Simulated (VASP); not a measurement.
SiW (rocksalt type):

```xyz
2
Lattice="0.0000 2.5128 2.5128 2.5128 0.0000 2.5128 2.5128 2.5128 0.0000" Properties=species:S:1:pos:R:3 pbc="T T T"
W     0.0000    0.0000    0.0000
Si    2.5128    2.5128    2.5128
```

Base run:

* Program: VASP 6.6.1
* Functional: PBE
* Potentials or basis: VASP PAW PBE potentials, release 64 (W_sv, Si)
* Cutoff: 520 eV
* k mesh: 10 × 10 × 10
* Occupations: fermi-dirac, width 0.05 eV
* Spin: no spin polarisation

Its results: band gap on the k mesh zero (bands 9 and 10 overlap by 2.35 eV); pressure 0.0 GPa.

Task: The run is repeated on the same cell with these changes: k mesh from 10 × 10 × 10 to 4 × 4 × 4. What comes out?

Result: Band gap on the k mesh zero (bands 9 and 10 overlap by 2.18 eV); pressure -0.8 GPa.

Caveats: some runs use coarse meshes; spin-orbit coupling is left out, which moves the levels of the heavy elements.
